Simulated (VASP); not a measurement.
# Sn4Se3S (P1) in VASP: further runs

The runs below take Sn4Se3S through single point, with PBE.

All numbers are computed with VASP 6.6.1; they aren't measurements. Logs are shortened: lines on timing, memory, paths and dates and some standing lists are left out, and cuts for length are marked.

## Step 1: The cell of the first run

The typed cell holds 8 atoms: a = 4.407 Å, b = 6.530 Å, c = 8.445 Å, α = 67.85°, β = 90.08°, γ = 90.38°.

## Step 2: Single point, PBE

The input, INCAR:

```
PREC = Accurate ; ENCUT = 520
EDIFF = 1E-6 ; ISMEAR = 0
SIGMA = 0.1 ; LREAL = F
LASPH = T ; NELM = 80
ALGO = Normal ; ISIF = 2
LWAVE = F ; LCHARG = F
GGA = PE ; NBANDS = 50
```

The input, KPOINTS:

```
Automatic mesh
0
Gamma
  4 2 2
```

The input, POSCAR:

```
Sn4Se3S
1.0
    4.4064975098     -0.0181202067      0.0009028178
   -0.0176752333      6.4200194800      1.1908456737
   -0.0068525956      1.7045826515      8.2710356345
Sn Se S
4 3 1
Direct
    0.0236804742      0.0135276226      0.0709732754
    0.5495995778      0.4932711682      0.1691593284
    0.0323821177      0.0086533906      0.5720112308
    0.5534562965      0.4955894422      0.6831165260
    0.4592758199      0.0413641248      0.3104705723
   -0.0324741470      0.4597714881      0.4383953898
    0.4589779452      0.0439245595      0.8118163938
   -0.0448980845      0.4438982040     -0.0559427166
```

Potentials or basis: VASP PAW PBE potentials, release 64 (Sn_d, Se, S).

The run is started by

```sh
$ cat potpaw_PBE.64/Sn_d/POTCAR potpaw_PBE.64/Se/POTCAR potpaw_PBE.64/S/POTCAR > POTCAR
$ mpirun -np 1 vasp_std > vasp.out
```

OUTCAR:

```text
PREC = Accurate
   ENCUT = 520
   EDIFF = 1E-6
   ISMEAR = 0
   LREAL = F
   LASPH = T
   NELM = 80
   ISIF = 2
   GGA = PE

 ion  position               nearest neighbor table
   1  0.024  0.014  0.071-   8 2.62   5 2.84   7 2.86   5 3.26   7 3.27
   2  0.550  0.493  0.169-   8 2.72   5 2.76   6 2.87
   3  0.032  0.009  0.572-   6 2.75   7 2.83   5 2.85   4 3.75
   4  0.553  0.496  0.683-   8 2.75   7 2.76   6 2.83   3 3.75
   5  0.459  0.041  0.310-   2 2.76   1 2.84   3 2.85   1 3.26
   6  0.968  0.460  0.438-   3 2.75   4 2.83   2 2.87
   7  0.459  0.044  0.812-   4 2.76   3 2.83   1 2.86   1 3.27
   8  0.955  0.444  0.944-   1 2.62   2 2.72   4 2.75

  LATTYP: Found a triclinic cell.
 ALAT       =     6.5295540396
 B/A-ratio  =     1.2933289280
 C/A-ratio  =     0.6748600030
 COS(alpha) =     0.0014408059
 COS(beta)  =     0.0067127098
 COS(gamma) =     0.3770884673

  Lattice vectors:

 A1 = (   0.0176752333,  -6.4200194800,  -1.1908456737)
 A2 = (   0.0068525956,  -1.7045826515,  -8.2710356345)
 A3 = (   4.4064975098,  -0.0181202067,   0.0009028178)

Analysis of symmetry for initial positions (statically):
=====================================================================
 Subroutine PRICEL returns:
 Original cell was already a primitive cell.

 Routine SETGRP: Setting up the symmetry group for a
 triclinic supercell.

 Subroutine GETGRP returns: Found  1 space group operations
 (whereof  1 operations were pure point group operations)
 out of a pool of  2 trial point group operations.

The static configuration has the point symmetry C_1 .

Analysis of symmetry for dynamics (positions and initial velocities):
=====================================================================
 Subroutine PRICEL returns:
 Original cell was already a primitive cell.

 Routine SETGRP: Setting up the symmetry group for a
 triclinic supercell.

 Subroutine GETGRP returns: Found  1 space group operations
 (whereof  1 operations were pure point group operations)
 out of a pool of  2 trial point group operations.

The dynamic configuration has the point symmetry C_1 .

 Subroutine INISYM returns: Found  1 space group operations
 (whereof  1 operations are pure point group operations),
 and found     1 'primitive' translations

----------------------------------------------------------------------------------------

                                     Primitive cell

  volume of cell :     225.0387

  direct lattice vectors                    reciprocal lattice vectors
     4.406497510 -0.018120207  0.000902818     0.226940117  0.000613370  0.000061611
    -0.017675233  6.420019480  1.190845674     0.000672826  0.161955698 -0.033376989
    -0.006852596  1.704582651  8.271035635    -0.000121643 -0.023318095  0.125709383

  length of vectors
     4.406534859  6.529554040  8.444861126     0.226940954  0.165360588  0.127853812

  position of ions in fractional coordinates (direct lattice)
     0.023680474  0.013527623  0.070973275
     0.549599578  0.493271168  0.169159328
     0.032382118  0.008653391  0.572011231
     0.553456297  0.495589442  0.683116526
     0.459275820  0.041364125  0.310470572
     0.967525853  0.459771488  0.438395390
     0.458977945  0.043924559  0.811816394
     0.955101916  0.443898204  0.944057283

  ion indices of the primitive-cell ions
   primitive index   ion index
                 1           1
                 2           2
                 3           3
                 4           4
                 5           5
                 6           6
                 7           7
                 8           8

----------------------------------------------------------------------------------------

 KPOINTS: Automatic mesh

Automatic generation of k-mesh.
 Grid dimensions read from file:
 generate k-points for:    4    2    2

 Generating k-lattice:

  Cartesian coordinates                     Fractional coordinates (reciprocal lattice)
     0.056735029  0.000153343  0.000015403     0.250000000  0.000000000  0.000000000
     0.000336413  0.080977849 -0.016688494    -0.000000000  0.500000000  0.000000000
    -0.000060822 -0.011659048  0.062854692     0.000000000 -0.000000000  0.500000000

  Length of vectors
     0.056735238  0.082680294  0.063926906

  Shift w.r.t. Gamma in fractional coordinates (k-lattice)
     0.000000000  0.000000000  0.000000000

 Subroutine IBZKPT returns following result:
 ===========================================

 Found     12 irreducible k-points:

 Following reciprocal coordinates:
            Coordinates               Weight
  0.000000  0.000000  0.000000      1.000000
  0.250000 -0.000000 -0.000000      2.000000
  0.500000 -0.000000 -0.000000      1.000000
  0.000000  0.500000  0.000000      1.000000
  0.250000  0.500000 -0.000000      2.000000
  0.500000  0.500000 -0.000000      1.000000
  0.000000  0.000000  0.500000      1.000000
  0.250000  0.000000  0.500000      2.000000
  0.500000  0.000000  0.500000      1.000000
  0.000000  0.500000  0.500000      1.000000
  0.250000  0.500000  0.500000      2.000000
  0.500000  0.500000  0.500000      1.000000
   k-points           NKPTS =     12   k-points in BZ     NKDIM =     12   number of bands    NBANDS=     50
   number of dos      NEDOS =    301   number of ions     NIONS =      8
   total plane-waves  NPLWV = 115200
   dimension x,y,z NGX =    36 NGY =   50 NGZ =   64
   dimension x,y,z NGXF=    72 NGYF=  100 NGZF=  128
   ions per type =               4   3   1
   NGX,Y,Z   is equivalent  to a cutoff of  13.58, 12.73, 12.60 a.u.
   NGXF,Y,Z  is equivalent  to a cutoff of  27.16, 25.46, 25.20 a.u.
 SYSTEM =  unknown system
   PREC   = accura    normal or accurate (medium, high low for compatibility)
   ISTART =      0    job   : 0-new  1-cont  2-samecut
   ICHARG =      2    charge: 1-file 2-atom 10-const
   ISPIN  =      1    spin polarized calculation?
   LNONCOLLINEAR =      F non collinear calculations
   LSORBIT =      F    spin-orbit coupling
   LASPH  =      T    aspherical Exc in radial PAW
   ENCUT  =  520.0 eV  38.22 Ry    6.18 a.u.   8.19 12.14 15.70*2*pi/ulx,y,z
   NELM   =     80;   NELMIN=  2; NELMDL= -5     # of ELM steps
   EDIFF  = 0.1E-05   stopping-criterion for ELM
   LREAL  =      F    real-space projection
   EDIFFG = 0.1E-04   stopping-criterion for IOM
   NSW    =      0    number of steps for IOM
   IBRION =     -1    ionic relax: 0-MD 1-quasi-New 2-CG
   NFREE  =      0    steps in history (QN), initial steepest desc. (CG)
   ISIF   =      2    stress and relaxation
   ISYM   =      2    0-nonsym 1-usesym 2-fastsym
   POTIM  = 0.5000    time-step for ionic-motion
   TEBEG  =    0.0;   TEEND  =   0.0 temperature during run
   PSTRESS=    0.0 pullay stress
   NELECT =      80.0000    total number of electrons
   NUPDOWN=      -1.0000    fix difference up-down
   EMIN   =  10.00;   EMAX   =-10.00  energy-range for DOS
   EFERMI =   0.00;   METHOD = LEGACY
   ISMEAR =     0;   SIGMA  =   0.10  broadening in eV -4-tet -1-fermi 0-gaus
   EFERMI_NEDOS =   21; number of points for ismear=-14 and -15
   IALGO  =     38    algorithm
   IMIX   =      4    mixing-type and parameters
     AMIX     =   0.40;   BMIX     =  1.00
     AMIX_MAG =   1.60;   BMIX_MAG =  1.00
  volume/ion in A,a.u.               =      28.13       189.83
  Fermi-wavevector in a.u.,A,eV,Ry     =   1.159718  2.191549 18.299100  1.344946
  Thomas-Fermi vector in A             =   2.296308
   LORBIT       =      0    0 simple, 1 ext, 2 COOP (PROOUT), +10 PAW based schemes
   GGA     = PE    functional components
   LHFCALC =     F    Hartree Fock is set to
   AEXX    =    0.0000 exact exchange contribution
   IVDW    =     0    specifies the selected vdW correction
   LEPSILON=     F    determine dielectric tensor
   LRPA    =     F    only Hartree local field effects (RPA)
 non-spin polarized calculation
 Gauss-broadening in eV      SIGMA  =   0.10
  energy-cutoff  :      520.00
  volume of cell :      225.04
 maximum number of plane-waves:      6080
 NGX is ok and might be reduce to    36
   NGX = 17   NGY = 25   NGZ = 31

 number of electron      80.0000007 magnetization

 Free energy of the ion-electron system (eV)
  ---------------------------------------------------
  ext. energy  EPLUGINS =         0.00000000
  ---------------------------------------------------
  free energy    TOTEN  =       -33.46163536 eV

  energy without entropy =      -33.46163536  energy(sigma->0) =      -33.46163536

 E-fermi :   5.0579     XC(G=0):  -9.3538

 val. band max:        4.6676373259   @ k =   0.5000  -0.0000  -0.0000
 cond. band min:       5.4479361107   @ k =   0.0000   0.5000   0.0000
 fundamental gap:      0.7802987848
 Fermi energy:         5.0579311470

 k-point     1 :       0.0000    0.0000    0.0000
  band No.  band energies     occupation
      1     -16.4739      2.00000
      2     -16.4714      2.00000
      3     -16.4605      2.00000
      4     -16.4569      2.00000
      5     -16.4535      2.00000
      6     -16.4497      2.00000
[... 42 lines left out ...]
     49       8.8825      0.00000
     50       8.9967      0.00000

 k-point     2 :       0.2500   -0.0000   -0.0000
  band No.  band energies     occupation
      1     -16.4780      2.00000
      2     -16.4701      2.00000
      3     -16.4629      2.00000
      4     -16.4590      2.00000
      5     -16.4524      2.00000
      6     -16.4477      2.00000
[... 42 lines left out ...]
     49       9.0340      0.00000
     50       9.4750      0.00000

 k-point     3 :       0.5000   -0.0000   -0.0000
  band No.  band energies     occupation
      1     -16.4822      2.00000
      2     -16.4689      2.00000
      3     -16.4653      2.00000
      4     -16.4629      2.00000
      5     -16.4516      2.00000
      6     -16.4461      2.00000
[... 466 lines left out ...]
     49       9.4540      0.00000
     50       9.4706      0.00000

 k-point    12 :       0.5000    0.5000    0.5000
  band No.  band energies     occupation
      1     -16.4786      2.00000
      2     -16.4717      2.00000
      3     -16.4658      2.00000
      4     -16.4588      2.00000
      5     -16.4560      2.00000
      6     -16.4463      2.00000
[... 42 lines left out ...]
     49       9.3119      0.00000
     50       9.5764      0.00000

------------------------ aborting loop because EDIFF is reached ----------------------------------------

  FORCE on cell =-STRESS in cart. coord.  units (eV):
  Direction    XX          YY          ZZ          XY          YZ          ZX
  --------------------------------------------------------------------------------------
  -------------------------------------------------------------------------------------
  Total        0.0666585      0.2178463     -0.0324958      0.0127170      0.0441862     -0.0043431
  in kB        0.4745791      1.5509703     -0.2313561      0.0905394      0.3145862     -0.0309208
  external PRESSURE =       0.5980645 kB  Pullay stress =       0.0000000 kB

 VOLUME and BASIS-vectors are now :
 -----------------------------------------------------------------------------
  energy-cutoff  :      520.00
  volume of cell :      225.04
      direct lattice vectors                 reciprocal lattice vectors
     4.406497510 -0.018120207  0.000902818     0.226940117  0.000613370  0.000061611
    -0.017675233  6.420019480  1.190845674     0.000672826  0.161955698 -0.033376989
    -0.006852596  1.704582651  8.271035635    -0.000121643 -0.023318095  0.125709383

 POSITION                                       TOTAL-FORCE (eV/Angst)
 -----------------------------------------------------------------------------------
      0.10362      0.20740      0.60315        -0.015266     -0.006308      0.013315
      2.41193      3.44520      1.98703        -0.017083      0.015241     -0.015048
      0.13862      1.03001      4.74146        -0.012561     -0.016592      0.015555
      2.42536      4.33609      6.24075        -0.019499      0.021438     -0.007004
      2.02094      0.78646      2.61759         0.015129     -0.022931     -0.013822
      4.25227      3.68149      4.17437         0.022190      0.025620      0.004412
      2.01615      1.65749      6.76728         0.011928     -0.027181     -0.007996
      4.19434      4.44175      8.33781         0.015161      0.010712      0.010588
 -----------------------------------------------------------------------------------
    total drift:                               -0.001707     -0.000515      0.000565

  FREE ENERGIE OF THE ION-ELECTRON SYSTEM (eV)
  ---------------------------------------------------
  free  energy   TOTEN  =       -33.4616353631 eV

  energy  without entropy=      -33.4616353614  energy(sigma->0) =      -33.46163536
```

Run time: 89 s. Hardware: 1 thread of AMD EPYC 9R45 (Zen 5), shared host; peak memory 0.36 GiB.

What came out:

```yaml
Free_energy: -33.4616 eV
Pressure: 0.1 GPa
Largest_force: 0.034 eV/Å
Band_gap_on_the_k_mesh: 0.78 eV, indirect (least direct gap 0.98 eV)
```

Forces in eV/Å, atoms in the order of the input:
```
Sn  -0.015 -0.006  0.013
Sn  -0.017  0.015 -0.015
Sn  -0.013 -0.017  0.016
Sn  -0.019  0.021 -0.007
Se   0.015 -0.023 -0.014
Se   0.022  0.026  0.004
Se   0.012 -0.027 -0.008
S    0.015  0.011  0.011
```

Caveat: the k points lie up to 0.52 Å⁻¹ apart; spin-orbit coupling is left out, which moves the levels of the heavy elements.

(Part 1 of 2 ends here.)
